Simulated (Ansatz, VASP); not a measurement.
# One calculation of SnO2, two programs

Contents of INCAR:

```
SYSTEM = SnO2
  PREC = Accurate
  ENCUT = 520
  EDIFF = 1E-6
  ISMEAR = 0
  SIGMA = 0.05
  LREAL = .FALSE.
  LASPH = .TRUE.
  NELM = 80
  ALGO = Normal
  ISIF = 2
  LWAVE = .FALSE.
  LCHARG = .FALSE.
  GGA = PE
  NBANDS = 20
```

Contents of KPOINTS:

```
regular mesh
0
G
  12 12 12
  0 0 0
```

Contents of POSCAR:

```
SnO2
1.0
    1.6437000000      0.9489906375      5.3117000000
   -1.6437000000      0.9489906375      5.3117000000
    0.0000000000     -1.8979812749      5.3117000000
Sn O
1 2
Direct
    0.5000000000      0.5000000000      0.5000000000
    0.2348826742      0.2348826742      0.2348826742
    0.7651173258      0.7651173258      0.7651173258
```

Input for Ansatz:

```yaml
crystal:
  lattice:
    - [1.6437, 0.9489906375, 5.3117]
    - [-1.6437, 0.9489906375, 5.3117]
    - [0.0, -1.8979812749, 5.3117]
  atoms:
    - { symbol: Sn, position: [0.5, 0.5, 0.5] }
    - { symbol: O, position: [0.2348826742, 0.2348826742, 0.2348826742] }
    - { symbol: O, position: [0.7651173258, 0.7651173258, 0.7651173258] }
basis:
  ecutwfc: 520.0
kpoints:
  mp_grid: { grid: [12, 12, 12] }
hamiltonian:
  xc: pbe
  pseudopotentials: { kind: paw, azcp: { folder: soft_1 } }
scf:
  occupations: { method: gaussian, width: 0.05 }
output:
  forces: true
  stress: true
  eigenvalues: true
```

Alike in both runs: task single point; functional PBE; k mesh 12 × 12 × 12; occupations gaussian, width 0.05 eV; no spin polarisation.

|  | VASP | Ansatz |
| --- | --- | --- |
| version | VASP 6.6.1 | Ansatz 0.2.0 |
| potentials or method | VASP PAW PBE potentials, release 64 (Sn_d, O), cutoff 520 eV | scalar-relativistic, plane waves, PAW |
| valence electrons in the cell | 26 | 26 |

|  | VASP | Ansatz | Ansatz less VASP |
| --- | --- | --- | --- |
| gap on the k mesh at the Fermi level (eV) | 1.76 | 1.79 | +0.022 |
| least direct gap on the mesh (eV) | 1.89 | 1.91 | +0.018 |
| pressure (GPa) | -9.0 | -9.4 | -0.41 |
| traceless stress, the component that is largest in VASP (GPa) | 0.60 | 0.84 | +0.240 |
| rms of the force components (eV/Å) | 0.539 | 0.562 | +0.0229 |

Atom by atom the forces differ by 0.023 eV/Å (rms over components). With one functional, cell and mesh, what is left measures potentials, basis and numerics.
